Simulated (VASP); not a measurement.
Write the native input for VASP 6.6.1 that does the following.

```
Task                               : single point
Functional                         : PBE0
Potentials or basis                : VASP PAW PBE potentials, release 64 (Li_sv)
Cutoff                             : 520 eV
k mesh                             : 6 × 6 × 6
Occupations                        : fermi-dirac, width 0.05 eV
Spin                               : no spin polarisation
Dipole correction                  : no
Grid for exact exchange (PRECFOCK) : Normal
Further INCAR settings             : ALGO = Normal; EDIFF = 1e-07; NBANDS = 8
```

Li:

```
Li
1.0
    -1.77774    1.77774    1.77774
     1.77774   -1.77774    1.77774
     1.77774    1.77774   -1.77774
Li
1
Direct
  0.00000 0.00000 0.00000
```

These files were run (other wordings do the same):

POSCAR

```
Li
1.0
   -1.7777401479      1.7777401479      1.7777401479
    1.7777401479     -1.7777401479      1.7777401479
    1.7777401479      1.7777401479     -1.7777401479
Li
1
Direct
    0.0000000000      0.0000000000      0.0000000000
```

INCAR.step1

```
SYSTEM = Li
PREC = Accurate
ENCUT = 520
EDIFF = 1E-5
ISMEAR = -1
SIGMA = 0.05
LREAL = .False.
LASPH = .True.
NELM = 60
ALGO = Normal
ISIF = 2
LWAVE = .True.
GGA = PE
NBANDS = 8
```

INCAR.step2

```
SYSTEM = Li
PREC = Accurate
ENCUT = 520
EDIFF = 1E-7
ISMEAR = -1
SIGMA = 0.05
LREAL = .False.
LASPH = .True.
NELM = 60
ALGO = Normal
ISIF = 2
LWAVE = .False.
LCHARG = .True.
GGA = PE
LHFCALC = .True.
AEXX = 0.25
PRECFOCK = Normal
LELF = .True.
LVHAR = .True.
ISTART = 1
NBANDS = 8
```

KPOINTS

```
Automatic mesh
0
Gamma
  6 6 6
  0 0 0
```

Potentials or basis: VASP PAW PBE potentials, release 64 (Li_sv).

Command:

```sh
$ cat potpaw_PBE.64/Li_sv/POTCAR > POTCAR
$ cp INCAR.step1 INCAR
$ mpirun -np 1 vasp_std > vasp.out
$ cp INCAR.step2 INCAR
$ mpirun -np 1 vasp_std > vasp.out
```

Wall time 2.3 min on 1 thread of AMD EPYC 7R13 (shared host), peak memory 0.11 GiB.
